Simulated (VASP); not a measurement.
# BaTiO3 (Pm-3m) in VASP: relaxation of cell and atoms with PBE

Aim: the relaxation of cell and atoms of BaTiO3 with PBE.

All numbers are computed with VASP 6.6.1; they aren't measurements. Logs are shortened: lines on timing, memory, paths and dates and some standing lists are left out, and cuts for length are marked.

## (1) The cell of the first run

It takes space group Pm-3m (No. 221, cubic). The conventional cell has a = 4.006 Å, b = 4.006 Å, c = 4.006 Å, α = 90.00°, β = 90.00°, γ = 90.00°. Within 3.7 Å of Ba (site symmetry m-3m) lie 12 O at 2.83 Å and 8 Ti at 3.47 Å. Ti (site symmetry m-3m) has 6 O at 2.00 Å within 2.7 Å. Within 2.7 Å of O (site symmetry 4/mmm) lie 2 Ti at 2.00 Å.

## (2) Relaxation of cell and atoms, PBE

INCAR

```
SYSTEM = BaTiO3
ALGO = Normal
EDIFF = 1E-6
EDIFFG = -0.005
ENCUT = 600
GGA = PE
IBRION = 2
ISIF = 3
ISMEAR = 0
LASPH = .True.
LCHARG = .False.
LREAL = .False.
LWAVE = .False.
NELM = 100
NSW = 100
PREC = Accurate
SIGMA = 0.02
```

KPOINTS

```
k-points
0
Gamma
  8 8 8
  0 0 0
```

POSCAR

```
BaTiO3
1.0
    4.0060000000      0.0000000000      0.0000000000
    0.0000000000      4.0060000000      0.0000000000
    0.0000000000      0.0000000000      4.0060000000
Ba Ti O
1 1 3
Direct
    0.5000000000      0.5000000000      0.5000000000
    0.0000000000      0.0000000000      0.0000000000
    0.5000000000      0.0000000000      0.0000000000
    0.0000000000      0.5000000000      0.0000000000
    0.0000000000      0.0000000000      0.5000000000
```

Potentials or basis: VASP PAW PBE potentials, release 64 (Ba_sv, Ti_sv, O).

The run is started by

```
cat potpaw_PBE.64/Ba_sv/POTCAR potpaw_PBE.64/Ti_sv/POTCAR potpaw_PBE.64/O/POTCAR > POTCAR
mpirun -np 1 vasp_std > vasp.out
```

OUTCAR:

```text
SYSTEM = BaTiO3
   EDIFF = 1E-6
   EDIFFG = -0.005
   ENCUT = 600
   GGA = PE
   IBRION = 2
   ISIF = 3
   ISMEAR = 0
   LASPH = .True.
   LREAL = .False.
   NELM = 100
   NSW = 100
   PREC = Accurate

 ion  position               nearest neighbor table
   1  0.500  0.500  0.500-   3 2.83   4 2.83   5 2.83   3 2.83   4 2.83   3 2.83   5 2.83   3 2.83
                             4 2.83   5 2.83   4 2.83   5 2.83   2 3.47   2 3.47   2 3.47   2 3.47
   2  0.000  0.000  0.000-   3 2.00   4 2.00   5 2.00   5 2.00   4 2.00   3 2.00   1 3.47   1 3.47
                             1 3.47   1 3.47   1 3.47   1 3.47   1 3.47   1 3.47
   3  0.500  0.000  0.000-   2 2.00   2 2.00   1 2.83   1 2.83   1 2.83   1 2.83
   4  0.000  0.500  0.000-   2 2.00   2 2.00   1 2.83   1 2.83   1 2.83   1 2.83
   5  0.000  0.000  0.500-   2 2.00   2 2.00   1 2.83   1 2.83   1 2.83   1 2.83

  LATTYP: Found a simple cubic cell.
 ALAT       =     4.0060000000

  Lattice vectors:

 A1 = (   4.0060000000,   0.0000000000,   0.0000000000)
 A2 = (   0.0000000000,   4.0060000000,   0.0000000000)
 A3 = (   0.0000000000,   0.0000000000,   4.0060000000)

Analysis of symmetry for initial positions (statically):
=====================================================================
 Subroutine PRICEL returns:
 Original cell was already a primitive cell.

 Routine SETGRP: Setting up the symmetry group for a
 simple cubic supercell.

 Subroutine GETGRP returns: Found 48 space group operations
 (whereof 48 operations were pure point group operations)
 out of a pool of 48 trial point group operations.

The static configuration has the point symmetry O_h .

Analysis of symmetry for dynamics (positions and initial velocities):
=====================================================================
 Subroutine PRICEL returns:
 Original cell was already a primitive cell.

 Routine SETGRP: Setting up the symmetry group for a
 simple cubic supercell.

 Subroutine GETGRP returns: Found 48 space group operations
 (whereof 48 operations were pure point group operations)
 out of a pool of 48 trial point group operations.

The dynamic configuration has the point symmetry O_h .

 Subroutine INISYM returns: Found 48 space group operations
 (whereof 48 operations are pure point group operations),
 and found     1 'primitive' translations

----------------------------------------------------------------------------------------

                                     Primitive cell

  volume of cell :      64.2884
[... 104 lines left out ...]
   TEBEG  =    0.0;   TEEND  =   0.0 temperature during run
   PSTRESS=    0.0 pullay stress
   NELECT =      40.0000    total number of electrons
   NUPDOWN=      -1.0000    fix difference up-down
   EMIN   =  10.00;   EMAX   =-10.00  energy-range for DOS
   EFERMI =   0.00;   METHOD = LEGACY
   ISMEAR =     0;   SIGMA  =   0.02  broadening in eV -4-tet -1-fermi 0-gaus
   EFERMI_NEDOS =   21; number of points for ismear=-14 and -15
   IALGO  =     38    algorithm
   IMIX   =      4    mixing-type and parameters
     AMIX     =   0.40;   BMIX     =  1.00
     AMIX_MAG =   1.60;   BMIX_MAG =  1.00
  volume/ion in A,a.u.               =      12.86        86.77
  Fermi-wavevector in a.u.,A,eV,Ry     =   1.397603  2.641087 26.576187  1.953295
  Thomas-Fermi vector in A             =   2.520843
   LORBIT       =      0    0 simple, 1 ext, 2 COOP (PROOUT), +10 PAW based schemes
   GGA     = PE    functional components
   LHFCALC =     F    Hartree Fock is set to
   AEXX    =    0.0000 exact exchange contribution
   IVDW    =     0    specifies the selected vdW correction
   LEPSILON=     F    determine dielectric tensor
   LRPA    =     F    only Hartree local field effects (RPA)
 conjugate gradient relaxation of ions
 non-spin polarized calculation
 Gauss-broadening in eV      SIGMA  =   0.02
  energy-cutoff  :      600.00
  volume of cell :       64.29
 maximum number of plane-waves:      2176
   NGX = 17   NGY = 17   NGZ = 17

--------------------------------------- Ionic step        1  -------------------------------------------

 number of electron      39.9999998 magnetization

 Free energy of the ion-electron system (eV)
  ---------------------------------------------------
  ext. energy  EPLUGINS =         0.00000000
  ---------------------------------------------------
  free energy    TOTEN  =       -39.97747177 eV

  energy without entropy =      -39.97747177  energy(sigma->0) =      -39.97747177

------------------------ aborting loop because EDIFF is reached ----------------------------------------

  FORCE on cell =-STRESS in cart. coord.  units (eV):
  Direction    XX          YY          ZZ          XY          YZ          ZX
  --------------------------------------------------------------------------------------
  -------------------------------------------------------------------------------------
  Total        1.3103530      1.3103530      1.3103530      0.0000000     -0.0000000     -0.0000000
  in kB       32.6562299     32.6562299     32.6562299      0.0000000     -0.0000000     -0.0000000
  external PRESSURE =      32.6562299 kB  Pullay stress =       0.0000000 kB
[... 65 lines left out ...]
--------------------------------------- Ionic step        3  -------------------------------------------

 number of electron      40.0000012 magnetization

 Free energy of the ion-electron system (eV)
  ---------------------------------------------------
  ext. energy  EPLUGINS =         0.00000000
  ---------------------------------------------------
  free energy    TOTEN  =       -39.98998438 eV

  energy without entropy =      -39.98998438  energy(sigma->0) =      -39.98998438

 E-fermi :   3.9027     XC(G=0): -11.1443

 val. band max:        3.6642532704   @ k =   0.5000   0.5000   0.5000
 cond. band min:       5.3661720027   @ k =   0.0000   0.0000   0.0000
 fundamental gap:      1.7019187323
 Fermi energy:         3.9026896469

 k-point     1 :       0.0000    0.0000    0.0000
  band No.  band energies     occupation
      1     -53.0645      2.00000
      2     -29.2642      2.00000
      3     -29.2642      2.00000
      4     -29.2642      2.00000
      5     -21.2006      2.00000
      6     -13.1779      2.00000
[... 637 lines left out ...]
     23       7.3803      0.00000
     24       8.6804      0.00000

 [... further k-points ...]

------------------------ aborting loop because EDIFF is reached ----------------------------------------

  FORCE on cell =-STRESS in cart. coord.  units (eV):
  Direction    XX          YY          ZZ          XY          YZ          ZX
  --------------------------------------------------------------------------------------
  -------------------------------------------------------------------------------------
  Total       -0.0019639     -0.0019639     -0.0019639     -0.0000000      0.0000000     -0.0000000
  in kB       -0.0480050     -0.0480050     -0.0480050     -0.0000000      0.0000000     -0.0000000
  external PRESSURE =      -0.0480050 kB  Pullay stress =       0.0000000 kB
[... 20 lines left out ...]
  FREE ENERGIE OF THE ION-ELECTRON SYSTEM (eV)
  ---------------------------------------------------
  free  energy   TOTEN  =       -39.9899843822 eV

  energy  without entropy=      -39.9899843822  energy(sigma->0) =      -39.98998438

 reached required accuracy - stopping structural energy minimisation
```

CONTCAR:

```text
BaTiO3
   1.00000000000000
     4.0319540226682760   -0.0000000000000000   -0.0000000000000000
     0.0000000000000000    4.0319540226682760    0.0000000000000000
     0.0000000000000000   -0.0000000000000000    4.0319540226682760
  Ba              Ti              O
     1     1     3
Direct
     0.5000000000000000    0.5000000000000000    0.5000000000000000
     0.0000000000000000    0.0000000000000000    0.0000000000000000
     0.5000000000000000    0.0000000000000000    0.0000000000000000
     0.0000000000000000    0.5000000000000000    0.0000000000000000
     0.0000000000000000    0.0000000000000000    0.5000000000000000

  0.00000000E+00  0.00000000E+00  0.00000000E+00
  0.00000000E+00  0.00000000E+00  0.00000000E+00
  0.00000000E+00  0.00000000E+00  0.00000000E+00
  0.00000000E+00  0.00000000E+00  0.00000000E+00
  0.00000000E+00  0.00000000E+00  0.00000000E+00
```

Wall time 97 s (1 thread of Intel Xeon Platinum 8259CL at 2.50GHz (Skylake/Cascade Lake), shared host); peak memory 0.23 GiB.

What came out:

```
Free energy                           : -39.9900 eV
Relaxed volume                        : 13.11 Å³/atom
Relaxed cell                          : a = 4.032 Å, b = 4.032 Å, c = 4.032 Å, α = 90.00°, β = 90.00°, γ = 90.00°
Space group after relaxing (to 0.1 Å) : Pm-3m (No. 221)
Energy gained by relaxing             : 2.5 meV/atom
Ionic steps                           : 3
Pressure after relaxing               : 0.0 GPa
Band gap on the k mesh                : 1.70 eV (least direct gap 1.87 eV)
```

Step by step:
| step | energy change (eV) | largest force (eV/Å) | pressure (GPa) | volume (Å³) |
| --- | --- | --- | --- | --- |
| 1 | 0.0000 | 0.0000 | 3.27 | 64.29 |
| 2 | -0.0016 | 0.0000 | -2.84 | 66.76 |
| 3 | -0.0125 | 0.0000 | 0.00 | 65.55 |

Final structure:
```cif
data_structure
_symmetry_space_group_name_H-M 'P 1'
_symmetry_Int_Tables_number 1
_cell_length_a 4.0320
_cell_length_b 4.0320
_cell_length_c 4.0320
_cell_angle_alpha 90.000
_cell_angle_beta 90.000
_cell_angle_gamma 90.000
_cell_volume 65.55
loop_
_atom_site_label
_atom_site_type_symbol
_atom_site_fract_x
_atom_site_fract_y
_atom_site_fract_z
_atom_site_occupancy
Ba1 Ba 0.50000 0.50000 0.50000 1
Ti1 Ti 0.00000 0.00000 0.00000 1
O1 O 0.50000 0.00000 0.00000 1
O2 O 0.00000 0.50000 0.00000 1
O3 O 0.00000 0.00000 0.50000 1
```

Levels at points of the mesh, in eV from the valence-band top:
| k point | band 18 | band 19 | band 20 | band 21 | band 22 | band 23 |
| --- | --- | --- | --- | --- | --- | --- |
| (0.00, 0.00, 0.00) | -0.17 | -0.17 | -0.17 | 1.70 | 1.70 | 1.70 |
| (0.50, 0.00, 0.00) | -1.80 | -0.71 | -0.71 | 1.85 | 3.38 | 3.38 |
| (0.50, 0.50, 0.00) | -0.88 | -0.88 | -0.09 | 3.38 | 3.38 | 3.79 |
| (0.50, 0.50, 0.50) | 0.00 | 0.00 | 0.00 | 4.02 | 4.02 | 4.02 |

Caveat: spin-orbit coupling is left out, which moves the levels of the heavy elements.
